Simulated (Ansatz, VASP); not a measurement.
## SnO2: VASP beside Ansatz

INCAR

```
PREC = Accurate ; ENCUT = 520
EDIFF = 1E-7 ; ISMEAR = 0
SIGMA = 0.05 ; LREAL = F
LASPH = T ; NELM = 60
ALGO = Normal ; ISIF = 2
LWAVE = F ; LCHARG = F
GGA = PE ; NBANDS = 64
```

Contents of KPOINTS:

```
Automatic mesh
0
Gamma
  6 6 6
```

Contents of POSCAR:

```
SnO2
1.0
    4.4993886513      0.0000000000      0.0000000000
    0.0000000000      5.8090545807      0.0000000000
    0.0000000000      0.0000000000      4.9832433707
Sn O
4 8
Direct
    0.5000000000      0.6651654903      0.7500000000
    0.0000000000      0.8348345097      0.2500000000
    0.5000000000      0.3348345097      0.2500000000
    0.0000000000      0.1651654903      0.7500000000
    0.7301204269      0.6070551965      0.0781681516
    0.2301204269      0.8929448035      0.9218318484
    0.7698795731      0.8929448035      0.5781681516
    0.2698795731      0.6070551965      0.4218318484
    0.7301204269      0.3929448035      0.5781681516
    0.2301204269      0.1070551965      0.4218318484
    0.7698795731      0.1070551965      0.0781681516
    0.2698795731      0.3929448035      0.9218318484
```

Input for Ansatz:

```yaml
crystal:
  lattice:
    - [4.4993886513, 0.0, 0.0]
    - [0.0, 5.8090545807, 0.0]
    - [0.0, 0.0, 4.9832433707]
  atoms:
    - { symbol: Sn, position: [0.5, 0.6651654903, 0.75] }
    - { symbol: Sn, position: [0.0, 0.8348345097, 0.25] }
    - { symbol: Sn, position: [0.5, 0.3348345097, 0.25] }
    - { symbol: Sn, position: [0.0, 0.1651654903, 0.75] }
    - { symbol: O, position: [0.7301204269, 0.6070551965, 0.0781681516] }
    - { symbol: O, position: [0.2301204269, 0.8929448035, 0.9218318484] }
    - { symbol: O, position: [0.7698795731, 0.8929448035, 0.5781681516] }
    - { symbol: O, position: [0.2698795731, 0.6070551965, 0.4218318484] }
    - { symbol: O, position: [0.7301204269, 0.3929448035, 0.5781681516] }
    - { symbol: O, position: [0.2301204269, 0.1070551965, 0.4218318484] }
    - { symbol: O, position: [0.7698795731, 0.1070551965, 0.0781681516] }
    - { symbol: O, position: [0.2698795731, 0.3929448035, 0.9218318484] }
basis:
  ecutwfc: 520.0
kpoints:
  mp_grid: { grid: [6, 6, 6] }
hamiltonian:
  xc: pbe
  pseudopotentials: { kind: paw, azcp: { folder: soft_1 } }
scf:
  occupations: { method: gaussian, width: 0.05 }
output:
  forces: true
  stress: true
  eigenvalues: true
```

Change from the starting cell: volume 10.854 Å^3 an atom, stretch along b over the lengths across it, relative to the relaxed cell 1.0620.

Alike in both runs: task single point; functional PBE; k mesh 6 × 6 × 6; occupations gaussian, width 0.05 eV; no spin polarisation.

|  | VASP | Ansatz |
| --- | --- | --- |
| version | VASP 6.6.1 | Ansatz 0.2.0 |
| potentials or method | VASP PAW PBE potentials, release 64 (Sn_d, O), cutoff 520 eV | scalar-relativistic, plane waves, PAW |
| valence electrons in the cell | 104 | 104 |

```csv
,VASP,Ansatz,Ansatz less VASP
gap on the k mesh at the Fermi level (eV),2.47,2.47,+0.004
least direct gap on the mesh (eV),2.48,2.49,+0.001
rms of the force components (eV/Å),0.454,0.439,-0.0156
```

Atom by atom the forces differ by 0.016 eV/Å (rms over components). The functional is the same, so the differences come from potentials, cutoffs and numerics.
